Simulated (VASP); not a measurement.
# AlN (m.b) (F-43m) in VASP: single point with PBE

Aim: the single point of AlN (m.b) with PBE.

All numbers are computed with VASP 6.6.1; they aren't measurements. Logs are shortened: lines on timing, memory, paths and dates and some standing lists are left out, and cuts for length are marked.

## 1. The cell of the first run

The structure is cubic, space group F-43m (No. 216). Conventional cell: a = 4.403 Å, b = 4.403 Å, c = 4.403 Å, α = 90.00°, β = 90.00°, γ = 90.00°. Al (site symmetry -43m) has 4 N at 1.91 Å within 2.5 Å. Within 2.5 Å of N (site symmetry -43m) lie 4 Al at 1.91 Å.

## 2. Single point, PBE

Input file INCAR:

```
SYSTEM = AlN
ALGO = Normal
EDIFF = 1E-6
ENCUT = 600
GGA = PE
GGA_COMPAT = .FALSE.
ISIF = 2
ISMEAR = 0
LASPH = .TRUE.
LCHARG = .FALSE.
LREAL = .FALSE.
LWAVE = .FALSE.
NBANDS = 11
NELM = 120
PREC = Accurate
SIGMA = 0.02
```

Input file KPOINTS:

```
k-points
0
G
  10 10 10
  0 0 0
```

Input file POSCAR:

```
AlN
1.0
    0.0000000000      2.2012621090      2.2012621090
    2.2012621090      0.0000000000      2.2012621090
    2.2012621090      2.2012621090      0.0000000000
Al N
1 1
Direct
    0.0000000000      0.0000000000      0.0000000000
    0.2500000000      0.2500000000      0.2500000000
```

Potentials or basis: VASP PAW PBE potentials, release 64 (Al, N).

Run with:

```
$ cat potpaw_PBE.64/Al/POTCAR potpaw_PBE.64/N/POTCAR > POTCAR
$ mpirun -np 1 vasp_std > vasp.out
```

OUTCAR:

```text
SYSTEM = AlN
   EDIFF = 1E-6
   ENCUT = 600
   GGA = PE
   ISIF = 2
   ISMEAR = 0
   LASPH = .TRUE.
   LREAL = .FALSE.
   NELM = 120
   PREC = Accurate

 ion  position               nearest neighbor table
   1  0.000  0.000  0.000-   2 1.91   2 1.91   2 1.91   2 1.91
   2  0.250  0.250  0.250-   1 1.91   1 1.91   1 1.91   1 1.91

  LATTYP: Found a face centered cubic cell.
 ALAT       =     4.4025242180

  Lattice vectors:

 A1 = (   0.0000000000,   2.2012621090,   2.2012621090)
 A2 = (   2.2012621090,   0.0000000000,   2.2012621090)
 A3 = (   2.2012621090,   2.2012621090,   0.0000000000)

Analysis of symmetry for initial positions (statically):
=====================================================================
 Subroutine PRICEL returns:
 Original cell was already a primitive cell.

 Routine SETGRP: Setting up the symmetry group for a
 face centered cubic supercell.

 Subroutine GETGRP returns: Found 24 space group operations
 (whereof 24 operations were pure point group operations)
 out of a pool of 48 trial point group operations.

The static configuration has the point symmetry T_d .

Analysis of symmetry for dynamics (positions and initial velocities):
=====================================================================
 Subroutine PRICEL returns:
 Original cell was already a primitive cell.

 Routine SETGRP: Setting up the symmetry group for a
 face centered cubic supercell.

 Subroutine GETGRP returns: Found 24 space group operations
 (whereof 24 operations were pure point group operations)
 out of a pool of 48 trial point group operations.

The dynamic configuration has the point symmetry T_d .

 Subroutine INISYM returns: Found 24 space group operations
 (whereof 24 operations are pure point group operations),
 and found     1 'primitive' translations

----------------------------------------------------------------------------------------

                                     Primitive cell

  volume of cell :      21.3327

  direct lattice vectors                    reciprocal lattice vectors
     0.000000000  2.201262109  2.201262109    -0.227142419  0.227142419  0.227142419
     2.201262109  0.000000000  2.201262109     0.227142419 -0.227142419  0.227142419
     2.201262109  2.201262109  0.000000000     0.227142419  0.227142419 -0.227142419

  length of vectors
     3.113054729  3.113054729  3.113054729     0.393422210  0.393422210  0.393422210

  position of ions in fractional coordinates (direct lattice)
     0.000000000  0.000000000  0.000000000
     0.250000000  0.250000000  0.250000000

  ion indices of the primitive-cell ions
   primitive index   ion index
                 1           1
                 2           2

----------------------------------------------------------------------------------------

 KPOINTS: k-points

Automatic generation of k-mesh.
 Grid dimensions read from file:
 generate k-points for:   10   10   10

 Generating k-lattice:

  Cartesian coordinates                     Fractional coordinates (reciprocal lattice)
    -0.022714242  0.022714242  0.022714242     0.100000000  0.000000000  0.000000000
     0.022714242 -0.022714242  0.022714242     0.000000000  0.100000000  0.000000000
     0.022714242  0.022714242 -0.022714242     0.000000000  0.000000000  0.100000000

  Length of vectors
     0.039342221  0.039342221  0.039342221

  Shift w.r.t. Gamma in fractional coordinates (k-lattice)
     0.000000000  0.000000000  0.000000000

 Subroutine IBZKPT returns following result:
 ===========================================

 Found     47 irreducible k-points:

 Following reciprocal coordinates:
            Coordinates               Weight
  0.000000  0.000000  0.000000      1.000000
  0.100000  0.000000  0.000000      8.000000
  0.200000  0.000000  0.000000      8.000000
  0.300000  0.000000  0.000000      8.000000
  0.400000  0.000000  0.000000      8.000000
  0.500000  0.000000  0.000000      4.000000
[... 16 lines left out ...]
  0.300000  0.300000  0.000000      6.000000
  0.400000  0.300000  0.000000     24.000000
 [... further k-points ...]
   k-points           NKPTS =     47   k-points in BZ     NKDIM =     47   number of bands    NBANDS=     11
   number of dos      NEDOS =    301   number of ions     NIONS =      2
   total plane-waves  NPLWV =  21952
   dimension x,y,z NGX =    28 NGY =   28 NGZ =   28
   dimension x,y,z NGXF=    56 NGYF=   56 NGZF=   56
   ions per type =               1   1
   NGX,Y,Z   is equivalent  to a cutoff of  14.95, 14.95, 14.95 a.u.
   NGXF,Y,Z  is equivalent  to a cutoff of  29.91, 29.91, 29.91 a.u.
 SYSTEM =  AlN
   PREC   = accura    normal or accurate (medium, high low for compatibility)
   ISTART =      0    job   : 0-new  1-cont  2-samecut
   ICHARG =      2    charge: 1-file 2-atom 10-const
   ISPIN  =      1    spin polarized calculation?
   LNONCOLLINEAR =      F non collinear calculations
   LSORBIT =      F    spin-orbit coupling
   LASPH  =      T    aspherical Exc in radial PAW
   ENCUT  =  600.0 eV  44.10 Ry    6.64 a.u.   6.22  6.22  6.22*2*pi/ulx,y,z
   NELM   =    120;   NELMIN=  2; NELMDL= -5     # of ELM steps
   EDIFF  = 0.1E-05   stopping-criterion for ELM
   LREAL  =      F    real-space projection
   EDIFFG = 0.1E-04   stopping-criterion for IOM
   NSW    =      0    number of steps for IOM
   IBRION =     -1    ionic relax: 0-MD 1-quasi-New 2-CG
   NFREE  =      0    steps in history (QN), initial steepest desc. (CG)
   ISIF   =      2    stress and relaxation
   ISYM   =      2    0-nonsym 1-usesym 2-fastsym
   POTIM  = 0.5000    time-step for ionic-motion
   TEBEG  =    0.0;   TEEND  =   0.0 temperature during run
   PSTRESS=    0.0 pullay stress
   NELECT =       8.0000    total number of electrons
   NUPDOWN=      -1.0000    fix difference up-down
   EMIN   =  10.00;   EMAX   =-10.00  energy-range for DOS
   EFERMI =   0.00;   METHOD = LEGACY
   ISMEAR =     0;   SIGMA  =   0.02  broadening in eV -4-tet -1-fermi 0-gaus
   EFERMI_NEDOS =   21; number of points for ismear=-14 and -15
   IALGO  =     38    algorithm
   IMIX   =      4    mixing-type and parameters
     AMIX     =   0.40;   BMIX     =  1.00
     AMIX_MAG =   1.60;   BMIX_MAG =  1.00
  volume/ion in A,a.u.               =      10.67        71.98
  Fermi-wavevector in a.u.,A,eV,Ry     =   1.180565  2.230944 18.962884  1.393733
  Thomas-Fermi vector in A             =   2.316855
   LORBIT       =      0    0 simple, 1 ext, 2 COOP (PROOUT), +10 PAW based schemes
   GGA     = PE    functional components
   LHFCALC =     F    Hartree Fock is set to
   AEXX    =    0.0000 exact exchange contribution
   IVDW    =     0    specifies the selected vdW correction
   LEPSILON=     F    determine dielectric tensor
   LRPA    =     F    only Hartree local field effects (RPA)
 non-spin polarized calculation
 Gauss-broadening in eV      SIGMA  =   0.02
  energy-cutoff  :      600.00
  volume of cell :       21.33
 maximum number of plane-waves:       728
 NGX is ok and might be reduce to    28
   NGX = 13   NGY = 13   NGZ = 13

 number of electron       8.0000000 magnetization

 Free energy of the ion-electron system (eV)
  ---------------------------------------------------
  ext. energy  EPLUGINS =         0.00000000
  ---------------------------------------------------
  free energy    TOTEN  =       -14.84893361 eV

  energy without entropy =      -14.84893361  energy(sigma->0) =      -14.84893361

 E-fermi :   5.9343     XC(G=0): -10.8312

 val. band max:        5.7490325370   @ k =   0.0000   0.0000   0.0000
 cond. band min:       9.0543791516   @ k =   0.5000   0.5000   0.0000
 fundamental gap:      3.3053466146
 Fermi energy:         5.9342890043

 k-point     1 :       0.0000    0.0000    0.0000
  band No.  band energies     occupation
      1      -9.0968      2.00000
      2       5.7490      2.00000
      3       5.7490      2.00000
      4       5.7490      2.00000
      5       9.7374      0.00000
      6      18.0771      0.00000
      7      18.0771      0.00000
      8      18.0771      0.00000
      9      23.2490      0.00000
     10      23.2490      0.00000
     11      24.6053      0.00000

 k-point     2 :       0.1000    0.0000    0.0000
  band No.  band energies     occupation
      1      -8.9544      2.00000
      2       4.9380      2.00000
      3       5.6977      2.00000
      4       5.6977      2.00000
      5      10.4046      0.00000
      6      17.6898      0.00000
      7      18.2081      0.00000
      8      18.2081      0.00000
      9      22.0108      0.00000
     10      22.0108      0.00000
     11      23.8277      0.00000

 k-point     3 :       0.2000    0.0000    0.0000
  band No.  band energies     occupation
      1      -8.5499      2.00000
      2       3.3532      2.00000
      3       5.5697      2.00000
      4       5.5697      2.00000
      5      11.5297      0.00000
      6      16.8974      0.00000
      7      18.1574      0.00000
      8      18.1574      0.00000
      9      21.4707      0.00000
     10      21.4707      0.00000
     11      22.9514      0.00000

 k-point     4 :       0.3000    0.0000    0.0000
  band No.  band energies     occupation
      1      -7.9640      2.00000
      2       1.7397      2.00000
      3       5.4230      2.00000
      4       5.4230      2.00000
      5      12.3706      0.00000
      6      16.1583      0.00000
      7      17.5366      0.00000
      8      17.5366      0.00000
      9      22.4818      0.00000
     10      22.4818      0.00000
     11      22.7335      0.00000

 k-point     5 :       0.4000    0.0000    0.0000
  band No.  band energies     occupation
      1      -7.3811      2.00000
      2       0.4875      2.00000
      3       5.3124      2.00000
      4       5.3124      2.00000
      5      12.7943      0.00000
      6      15.6441      0.00000
      7      16.9600      0.00000
      8      16.9600      0.00000
      9      23.1199      0.00000
     10      24.2645      0.00000
     11      24.2645      0.00000
[... 211 lines left out ...]
 k-point    21 :      -0.3000    0.2000    0.0000
  band No.  band energies     occupation
      1      -7.2312      2.00000
      2       1.2131      2.00000
      3       3.5868      2.00000
      4       5.2335      2.00000
      5      13.5303      0.00000
      6      14.5986      0.00000
      7      17.2910      0.00000
      8      17.8930      0.00000
      9      21.9171      0.00000
     10      24.1446      0.00000
     11      26.7437      0.00000

 k-point    22 :      -0.2000    0.2000    0.0000
  band No.  band energies     occupation
      1      -7.7716      2.00000
      2       2.0336      2.00000
      3       4.0844      2.00000
      4       5.4942      2.00000
      5      13.1311      0.00000
      6      15.5274      0.00000
      7      16.9309      0.00000
      8      18.0760      0.00000
      9      20.5270      0.00000
     10      23.8966      0.00000
     11      26.8298      0.00000

 k-point    23 :       0.3000    0.3000    0.0000
  band No.  band energies     occupation
      1      -7.5996      2.00000
      2       2.2648      2.00000
      3       4.5275      2.00000
      4       4.5275      2.00000
      5      11.0027      0.00000
      6      15.2839      0.00000
      7      17.3849      0.00000
      8      19.9827      0.00000
      9      19.9827      0.00000
     10      25.9008      0.00000
     11      29.1187      0.00000

 k-point    24 :       0.4000    0.3000    0.0000
  band No.  band energies     occupation
      1      -7.1536      2.00000
      2       1.6480      2.00000
      3       4.0727      2.00000
      4       4.3658      2.00000
      5      10.6120      0.00000
      6      15.1241      0.00000
      7      17.7243      0.00000
      8      20.0788      0.00000
      9      20.5706      0.00000
     10      26.7917      0.00000
     11      28.9054      0.00000

 [... further k-points ...]
[... 5 lines left out ...]
  --------------------------------------------------------------------------------------
  -------------------------------------------------------------------------------------
  Total       -0.0431128     -0.0431128     -0.0431128      0.0000000      0.0000000      0.0000000
  in kB       -3.2379627     -3.2379627     -3.2379627      0.0000000      0.0000000      0.0000000
  external PRESSURE =      -3.2379627 kB  Pullay stress =       0.0000000 kB

 VOLUME and BASIS-vectors are now :
 -----------------------------------------------------------------------------
  energy-cutoff  :      600.00
  volume of cell :       21.33
      direct lattice vectors                 reciprocal lattice vectors
     0.000000000  2.201262109  2.201262109    -0.227142419  0.227142419  0.227142419
     2.201262109  0.000000000  2.201262109     0.227142419 -0.227142419  0.227142419
     2.201262109  2.201262109  0.000000000     0.227142419  0.227142419 -0.227142419

 POSITION                                       TOTAL-FORCE (eV/Angst)
 -----------------------------------------------------------------------------------
      0.00000      0.00000      0.00000        -0.000000     -0.000000     -0.000000
      1.10063      1.10063      1.10063         0.000000      0.000000      0.000000
 -----------------------------------------------------------------------------------
    total drift:                                0.000000      0.000000      0.000000

  FREE ENERGIE OF THE ION-ELECTRON SYSTEM (eV)
  ---------------------------------------------------
  free  energy   TOTEN  =       -14.8489336146 eV

  energy  without entropy=      -14.8489336146  energy(sigma->0) =      -14.84893361
```

It took 18 s on 1 thread of Intel Xeon 6975P-C, shared host; peak memory 0.15 GiB.

Results:

```
Free energy            : -14.8489 eV
Pressure               : -0.3 GPa
Band gap on the k mesh : 3.31 eV, indirect (least direct gap 3.99 eV)
```

Levels at points of the mesh, in eV from the valence-band top:
| k point | band 2 | band 3 | band 4 | band 5 | band 6 | band 7 |
| --- | --- | --- | --- | --- | --- | --- |
| (0.00, 0.00, 0.00) | 0.00 | 0.00 | 0.00 | 3.99 | 12.33 | 12.33 |
| (0.50, 0.00, 0.00) | -5.76 | -0.48 | -0.48 | 7.17 | 9.70 | 11.00 |
| (0.50, 0.50, 0.00) | -4.83 | -1.75 | -1.75 | 3.31 | 8.47 | 13.64 |
